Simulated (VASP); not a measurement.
A run of VASP 6.6.1 is set up as follows.

The input INCAR:

```
ALGO = Normal ; EDIFF = 1E-7
ENCUT = 520 ; GGA = PS
ISIF = 2 ; ISMEAR = -1
LASPH = T ; LCHARG = F
LREAL = F ; LWAVE = F
NBANDS = 16 ; NELM = 60
PREC = Accurate ; SIGMA = 0.05
```

KPOINTS

```
k-points
0
Gamma
  7 7 5
```

POSCAR

```
Te
1.0
    3.8455900958     -2.1624295219      0.0000000000
    3.8455900958      2.1624295219      0.0000000000
   -0.0949153283      0.0000000000      6.0156685658
Te
3
Direct
    0.0000000000      0.0000000000      0.0000000000
    0.3094466100      0.3094466100      0.3388094900
    0.6905533900      0.6905533900      0.6611905100
```

Potentials or basis: VASP PAW PBE potentials, release 64 (Te).

Launch:

```bash
$ cat potpaw_PBE.64/Te/POTCAR > POTCAR
$ mpirun -np 1 vasp_std > vasp.out
```

(1) What does it give for the band gap on the k mesh?

(2) Estimate the largest force.

## Answers

(1) 0.05 eV (least direct gap 0.19 eV).

(2) 0.043 eV/Å.

Caveat: the PAW data sets were made with another functional, which shifts forces and pressure a little; spin-orbit coupling is left out, which moves the levels of the heavy elements; an odd mesh through Γ misses points on the zone boundary, where band edges can lie.
